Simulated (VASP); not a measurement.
# CdSnSe2 (P4/mmm) in VASP: relaxation of cell and atoms with PBE

Aim: the relaxation of cell and atoms of CdSnSe2 with PBE.

Program: VASP 6.6.1. These are calculated values, not measurements. Logs are shortened: lines on timing, memory, paths and dates and some standing lists are left out, and cuts for length are marked.

## (1) The cell of the first run

It takes space group P4/mmm (No. 123, tetragonal). Conventional cell: a = 5.754 Å, b = 5.754 Å, c = 2.686 Å, α = 90.00°, β = 90.00°, γ = 90.00°. Cd (site symmetry 4/mmm) has 2 Cd at 2.69 Å and 8 Se at 3.18 Å within 3.5 Å. Within 3.5 Å of Sn (site symmetry 4/mmm) lie 2 Sn at 2.69 Å and 4 Se at 2.88 Å. Se (site symmetry mmm) has 2 Se at 2.69 Å and 2 Sn at 2.88 Å and 4 Cd at 3.18 Å within 3.5 Å.

## (2) Relaxation of cell and atoms, PBE

Input file INCAR:

```
SYSTEM = CdSnSe2
PREC = Accurate
ENCUT = 600
EDIFF = 1E-7
ISMEAR = 0
SIGMA = 0.1
LREAL = .FALSE.
LASPH = .TRUE.
NELM = 100
ALGO = Normal
ISIF = 3
LWAVE = .FALSE.
LCHARG = .FALSE.
GGA = PE
IBRION = 2
NSW = 90
EDIFFG = -0.04
```

Input file KPOINTS:

```
regular mesh
0
G
  4 4 6
  0 0 0
```

Input file POSCAR:

```
CdSnSe2
1.0
    5.7539871400      0.0000000000      0.0000000000
    0.0000000000      5.7539871400      0.0000000000
    0.0000000000      0.0000000000      2.6861697100
Cd Sn Se
1 1 2
Direct
    0.5000000000      0.5000000000      0.5000000000
    0.0000000000      0.0000000000      0.0000000000
    0.5000000000      0.0000000000      0.0000000000
    0.0000000000      0.5000000000      0.0000000000
```

Potentials or basis: VASP PAW PBE potentials, release 64 (Cd, Sn_d, Se).

The run is started by

```console
cat potpaw_PBE.64/Cd/POTCAR potpaw_PBE.64/Sn_d/POTCAR potpaw_PBE.64/Se/POTCAR > POTCAR
mpirun -np 1 vasp_std > vasp.out
```

OUTCAR:

```text
SYSTEM = CdSnSe2
   PREC = Accurate
   ENCUT = 600
   EDIFF = 1E-7
   ISMEAR = 0
   LREAL = .FALSE.
   LASPH = .TRUE.
   NELM = 100
   ISIF = 3
   GGA = PE
   IBRION = 2
   NSW = 90
   EDIFFG = -0.04

 ion  position               nearest neighbor table
   1  0.500  0.500  0.500-   3 3.18   4 3.18   3 3.18   4 3.18   3 3.18   3 3.18   4 3.18   4 3.18

   2  0.000  0.000  0.000-   3 2.88   4 2.88   4 2.88   3 2.88
   3  0.500  0.000  0.000-   2 2.88   2 2.88   1 3.18   1 3.18   1 3.18   1 3.18
   4  0.000  0.500  0.000-   2 2.88   2 2.88   1 3.18   1 3.18   1 3.18   1 3.18

  LATTYP: Found a simple tetragonal cell.
 ALAT       =     5.7539871400
 C/A-ratio  =     0.4668362380

  Lattice vectors:

 A1 = (   5.7539871400,   0.0000000000,   0.0000000000)
 A2 = (   0.0000000000,   5.7539871400,   0.0000000000)
 A3 = (   0.0000000000,   0.0000000000,   2.6861697100)

Analysis of symmetry for initial positions (statically):
=====================================================================
 Subroutine PRICEL returns:
 Original cell was already a primitive cell.

 Routine SETGRP: Setting up the symmetry group for a
 simple tetragonal supercell.

 Subroutine GETGRP returns: Found 16 space group operations
 (whereof 16 operations were pure point group operations)
 out of a pool of 16 trial point group operations.

The static configuration has the point symmetry D_4h.

Analysis of symmetry for dynamics (positions and initial velocities):
=====================================================================
 Subroutine PRICEL returns:
 Original cell was already a primitive cell.

 Routine SETGRP: Setting up the symmetry group for a
 simple tetragonal supercell.

 Subroutine GETGRP returns: Found 16 space group operations
 (whereof 16 operations were pure point group operations)
 out of a pool of 16 trial point group operations.

The dynamic configuration has the point symmetry D_4h.

 Subroutine INISYM returns: Found 16 space group operations
 (whereof 16 operations are pure point group operations),
 and found     1 'primitive' translations

----------------------------------------------------------------------------------------

                                     Primitive cell

  volume of cell :      88.9347

  direct lattice vectors                    reciprocal lattice vectors
     5.753987140  0.000000000  0.000000000     0.173792533  0.000000000  0.000000000
     0.000000000  5.753987140  0.000000000     0.000000000  0.173792533  0.000000000
     0.000000000  0.000000000  2.686169710     0.000000000  0.000000000  0.372277297

  length of vectors
[... 71 lines left out ...]
   dimension x,y,z NGXF=    96 NGYF=   96 NGZF=   48
   ions per type =               1   1   2
   NGX,Y,Z   is equivalent  to a cutoff of  13.87, 13.87, 14.85 a.u.
   NGXF,Y,Z  is equivalent  to a cutoff of  27.74, 27.74, 29.71 a.u.
 SYSTEM =  CdSnSe2
   PREC   = accura    normal or accurate (medium, high low for compatibility)
   ISTART =      0    job   : 0-new  1-cont  2-samecut
   ICHARG =      2    charge: 1-file 2-atom 10-const
   ISPIN  =      1    spin polarized calculation?
   LNONCOLLINEAR =      F non collinear calculations
   LSORBIT =      F    spin-orbit coupling
   LASPH  =      T    aspherical Exc in radial PAW
   ENCUT  =  600.0 eV  44.10 Ry    6.64 a.u.  11.49 11.49  5.36*2*pi/ulx,y,z
   NELM   =    100;   NELMIN=  2; NELMDL= -5     # of ELM steps
   EDIFF  = 0.1E-06   stopping-criterion for ELM
   LREAL  =      F    real-space projection
   EDIFFG = -.4E-01   stopping-criterion for IOM
   NSW    =     90    number of steps for IOM
   IBRION =      2    ionic relax: 0-MD 1-quasi-New 2-CG
   NFREE  =      1    steps in history (QN), initial steepest desc. (CG)
   ISIF   =      3    stress and relaxation
   ISYM   =      2    0-nonsym 1-usesym 2-fastsym
   POTIM  = 0.5000    time-step for ionic-motion
   TEBEG  =    0.0;   TEEND  =   0.0 temperature during run
   PSTRESS=    0.0 pullay stress
   NELECT =      38.0000    total number of electrons
   NUPDOWN=      -1.0000    fix difference up-down
   EMIN   =  10.00;   EMAX   =-10.00  energy-range for DOS
   EFERMI =   0.00;   METHOD = LEGACY
   ISMEAR =     0;   SIGMA  =   0.10  broadening in eV -4-tet -1-fermi 0-gaus
   EFERMI_NEDOS =   21; number of points for ismear=-14 and -15
   IALGO  =     38    algorithm
   IMIX   =      4    mixing-type and parameters
     AMIX     =   0.40;   BMIX     =  1.00
     AMIX_MAG =   1.60;   BMIX_MAG =  1.00
  volume/ion in A,a.u.               =      22.23       150.04
  Fermi-wavevector in a.u.,A,eV,Ry     =   1.233045  2.330117 20.686300  1.520400
  Thomas-Fermi vector in A             =   2.367791
   LORBIT       =      0    0 simple, 1 ext, 2 COOP (PROOUT), +10 PAW based schemes
   GGA     = PE    functional components
   LHFCALC =     F    Hartree Fock is set to
   AEXX    =    0.0000 exact exchange contribution
   IVDW    =     0    specifies the selected vdW correction
   LEPSILON=     F    determine dielectric tensor
   LRPA    =     F    only Hartree local field effects (RPA)
 conjugate gradient relaxation of ions
 non-spin polarized calculation
 Gauss-broadening in eV      SIGMA  =   0.10
  energy-cutoff  :      600.00
  volume of cell :       88.93
 maximum number of plane-waves:      3007
 NGX is ok and might be reduce to    48
   NGX = 23   NGY = 23   NGZ = 11

--------------------------------------- Ionic step        1  -------------------------------------------

 number of electron      38.0000003 magnetization

 Free energy of the ion-electron system (eV)
  ---------------------------------------------------
  ext. energy  EPLUGINS =         0.00000000
  ---------------------------------------------------
  free energy    TOTEN  =       -11.16255102 eV

  energy without entropy =      -11.13874781  energy(sigma->0) =      -11.15064942

 E-fermi :   6.0863     XC(G=0): -10.4926

 val. band max:        6.0848524256   @ k =   0.5000   0.2500   0.1667
 cond. band min:       6.0926549788   @ k =   0.2500   0.2500   0.1667
 fundamental gap:      0.0078025532
 Fermi energy:         6.0863465931

 k-point     1 :       0.0000    0.0000    0.0000
  band No.  band energies     occupation
      1     -16.5035      2.00000
      2     -15.9983      2.00000
      3     -15.9570      2.00000
      4     -15.7500      2.00000
      5     -15.7500      2.00000
      6      -9.3812      2.00000
[... 916 lines left out ...]
--------------------------------------- Ionic step        9  -------------------------------------------

 number of electron      38.0000003 magnetization

 Free energy of the ion-electron system (eV)
  ---------------------------------------------------
  ext. energy  EPLUGINS =         0.00000000
  ---------------------------------------------------
  free energy    TOTEN  =       -11.98352129 eV

  energy without entropy =      -11.97565734  energy(sigma->0) =      -11.97958931

 E-fermi :   4.6940     XC(G=0):  -9.9896

 val. band max:        4.6812473464   @ k =   0.5000   0.0000   0.0000
 cond. band min:       4.7428080707   @ k =   0.5000   0.5000   0.0000
 fundamental gap:      0.0615607244
 Fermi energy:         4.6939868471

 k-point     1 :       0.0000    0.0000    0.0000
  band No.  band energies     occupation
      1     -17.2756      2.00000
      2     -17.2386      2.00000
      3     -17.1892      2.00000
      4     -17.0926      2.00000
      5     -17.0926      2.00000
      6      -9.4322      2.00000
[... 644 lines left out ...]
  FREE ENERGIE OF THE ION-ELECTRON SYSTEM (eV)
  ---------------------------------------------------
  free  energy   TOTEN  =       -11.9835212898 eV

  energy  without entropy=      -11.9756573381  energy(sigma->0) =      -11.97958931

 reached required accuracy - stopping structural energy minimisation
```

OSZICAR:

```text
N       E                     dE             d eps       ncg     rms          rms(c)
DAV:   1     0.355417361141E+03    0.35542E+03   -0.20086E+04  1119   0.213E+03
[... 95 lines left out ...]
DAV:   2    -0.119982680860E+02    0.81024E-01   -0.19660E-01  1286   0.572E+00    0.723E-01
DAV:   3    -0.119851081579E+02    0.13160E-01   -0.33763E-02  1383   0.201E+00    0.435E-01
DAV:   4    -0.119836009076E+02    0.15073E-02   -0.29595E-03  1546   0.558E-01    0.720E-02
DAV:   5    -0.119835197879E+02    0.81120E-04   -0.21437E-04  1291   0.136E-01    0.302E-02
DAV:   6    -0.119835217204E+02   -0.19326E-05   -0.30529E-05  1167   0.527E-02    0.933E-03
DAV:   7    -0.119835212253E+02    0.49515E-06   -0.12088E-06  1352   0.881E-03    0.208E-03
DAV:   8    -0.119835212898E+02   -0.64494E-07   -0.23842E-07   891   0.469E-03
   9 F= -.11983521E+02 E0= -.11979589E+02  d E =-.271268E-02
```

Run time: 5.6 min. Hardware: 1 thread of Intel Xeon Platinum 8259CL at 2.50GHz (Skylake/Cascade Lake), shared host; peak memory 0.28 GiB.

What came out:

- Free energy: -11.9835 eV
- Relaxed volume: 24.83 Å³/atom
- Relaxed cell: a = 5.615 Å, b = 5.615 Å, c = 3.150 Å, α = 90.00°, β = 90.00°, γ = 90.00°
- Space group after relaxing (to 0.1 Å): P4/mmm (No. 123)
- Energy gained by relaxing: 205.2 meV/atom
- Ionic steps: 9
- Pressure after relaxing: 0.2 GPa
- Band gap on the k mesh: zero (bands 19 and 20 overlap by 2.36 eV)

Stress tensor (GPa, compression positive):
```
0.23 0.00 0.00
0.00 0.23 0.00
0.00 0.00 0.15
```

Step by step:
| step | energy change (eV) | largest force (eV/Å) | pressure (GPa) | volume (Å³) |
| --- | --- | --- | --- | --- |
| 1 | 0.0000 | 0.0000 | 9.97 | 88.93 |
| 2 | -0.5271 | 0.0000 | -3.17 | 107.76 |
| 3 | -0.5447 | 0.0000 | -1.68 | 104.24 |
| 4 | -0.7362 | 0.0000 | -1.44 | 102.70 |
| 5 | -0.7597 | 0.0000 | 0.75 | 99.46 |
| 6 | -0.8180 | 0.0000 | -0.57 | 100.91 |
| 7 | -0.8181 | 0.0000 | -0.70 | 101.08 |
| 8 | -0.8183 | 0.0000 | -0.65 | 101.01 |
| 9 | -0.8210 | 0.0000 | 0.20 | 99.31 |

Final structure:
```
Cd Sn Se
1.0
     5.61526    0.00000    0.00000
     0.00000    5.61526    0.00000
     0.00000    0.00000    3.14972
Cd Sn Se
1 1 2
Cartesian
  2.8076 2.8076 1.5749
  5.6153 5.6153 0.0000
  2.8076 5.6153 0.0000
  0.0000 2.8076 0.0000
```

Caveat: the k points lie up to 0.33 Å⁻¹ apart in the final cell, too coarse for converged energies and pressures of a metal; a cell axis changed by over 15 % at a fixed basis, so the end point is rough; spin-orbit coupling is left out, which moves the levels of the heavy elements.
